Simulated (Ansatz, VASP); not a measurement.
# NbSi in VASP and in Ansatz

```xyz
2
Lattice="3.1564 0.0000 0.0000 0.0000 3.1564 0.0000 0.0000 0.0000 3.1564" Properties=species:S:1:pos:R:3 pbc="T T T"
Nb    0.0000    0.0000    0.0000
Si    1.5782    1.5782    1.5782
```

Alike in both runs: task relaxation of cell and atoms; functional r2SCAN; k mesh 8 × 8 × 8; occupations fermi-dirac, width 0.05 eV; no spin polarisation.

|  | VASP | Ansatz |
| --- | --- | --- |
| version | VASP 6.6.1 | Ansatz 0.2.0 |
| potentials or method | VASP PAW PBE potentials, release 64 (Nb_sv, Si) | Ansatz PAW |
| plane-wave cutoff (eV) | 600 | 500 |
| valence electrons in the cell | 17 | 17 |

```tsv
	VASP	Ansatz	Ansatz less VASP
gap on the k mesh at the Fermi level, each at its own relaxed structure (eV)	none	none	-
relaxed volume (Å³/atom)	15.53	15.55	+0.020
relaxed cell length with the largest relative difference (Å)	3.143	3.145	+0.0014
```

VASP's potentials were made for PBE, not for r2SCAN. A gap of «none» marks a metal or a gap that the smearing closes.

Noted on Ansatz's run: the plane-wave basis is chosen anew once the cell has moved, so the energies of steps on either side of that aren't comparable.
